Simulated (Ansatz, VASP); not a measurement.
## Two plane-wave programs on ZrSn3O8

INCAR

```
  PREC = Accurate
  ENCUT = 520
  EDIFF = 1E-6
  ISMEAR = -1
  SIGMA = 0.02
  LREAL = F
  LASPH = T
  NELM = 100
  ALGO = Normal
  ISIF = 2
  LWAVE = F
  LCHARG = T
  GGA = PE
  LELF = T
  LVHAR = T
  NBANDS = 63
```

The input KPOINTS:

```
Automatic mesh
0
Gamma
  8 4 6
```

The input POSCAR:

```
ZrSn3O8
1.0
    3.5160839293      0.0000000000      0.0000000000
    0.0000000000      7.2359363215      0.0000000000
    0.0000000000      0.0000000000      5.3949401286
Sn O Zr
3 8 1
Direct
    0.5000000000      0.0000000000      0.4890556980
    0.0000000000      0.7488188756      0.0059806207
    0.0000000000      0.2511811244      0.0059806207
    0.5000000000      0.7524972364      0.3193830346
    0.0000000000      0.0000000000      0.1729768662
    0.0000000000      0.0000000000      0.6738913020
    0.5000000000      0.7429181160      0.8206092558
    0.5000000000      0.2475027636      0.3193830346
    0.0000000000      0.5000000000      0.1855730284
    0.0000000000      0.5000000000      0.6833098552
    0.5000000000      0.2570818840      0.8206092558
    0.5000000000      0.5000000000      0.5032474279
```

Input for Ansatz:

```yaml
crystal:
  lattice:
    - [3.5160839293, 0.0, 0.0]
    - [0.0, 7.2359363215, 0.0]
    - [0.0, 0.0, 5.3949401286]
  atoms:
    - { symbol: Sn, position: [0.5, 0.0, 0.489055698] }
    - { symbol: Sn, position: [0.0, 0.7488188756, 0.0059806207] }
    - { symbol: O, position: [0.5, 0.7524972364, 0.3193830346] }
    - { symbol: O, position: [0.0, 0.0, 0.1729768662] }
    - { symbol: O, position: [0.0, 0.0, 0.673891302] }
    - { symbol: O, position: [0.5, 0.742918116, 0.8206092558] }
    - { symbol: Zr, position: [0.5, 0.5, 0.5032474279] }
    - { symbol: Sn, position: [0.0, 0.2511811244, 0.0059806207] }
    - { symbol: O, position: [0.5, 0.2475027636, 0.3193830346] }
    - { symbol: O, position: [0.0, 0.5, 0.1855730284] }
    - { symbol: O, position: [0.0, 0.5, 0.6833098552] }
    - { symbol: O, position: [0.5, 0.257081884, 0.8206092558] }
kpoints:
  mp_grid: { grid: [8, 4, 6] }
  band_path:
    path:
      - [[0.0, 0.0, 0.0], [0.5, 2.444335331554e-18, -4.577592570283e-34], [0.5, 0.5, -4.612504249866e-34], [5.383697835213e-35, 0.5, -3.491167958307e-36], [0.0, 0.0, 0.0], [5.34672068724e-51, 1.776671259721e-51, 0.5], [0.5, 2.444335331554e-18, 0.5], [0.5, 0.5, 0.5], [6.492362874062e-35, 0.5, 0.5], [5.34672068724e-51, 1.776671259721e-51, 0.5]]
      - [[0.5, 2.444335331554e-18, -4.577592570283e-34], [0.5, 2.444335331554e-18, 0.5]]
      - [[5.383697835213e-35, 0.5, -3.491167958307e-36], [6.492362874062e-35, 0.5, 0.5]]
      - [[0.5, 0.5, -4.612504249866e-34], [0.5, 0.5, 0.5]]
    npoints: 10
hamiltonian:
  xc: pbe
scf:
  occupations: { method: fermi_dirac, width: 0.02 }
  n_extra_bands: 7
output:
  forces: true
  stress: true
  eigenvalues: true
  write_density: true
  write_potential: true
  elf: true
  volumetric_format: npy
```

Alike in both runs: task single point; functional PBE; k mesh 8 × 4 × 6; occupations fermi-dirac, width 0.02 eV; no spin polarisation.

```csv
,VASP,Ansatz
version,VASP 6.6.1,Ansatz 0.2.0
potentials or method,"VASP PAW PBE potentials, release 64 (Sn_d, O, Zr_sv)","plane waves, PAW"
plane-wave cutoff (eV),520,420
valence electrons in the cell,102,102
```

```csv
,VASP,Ansatz,Ansatz less VASP
gap on the k mesh at the Fermi level (eV),1.81,1.82,+0.011
pressure (GPa),7.6,7.1,-0.51
rms of the force components (eV/Å),0.137,0.118,-0.0194
```
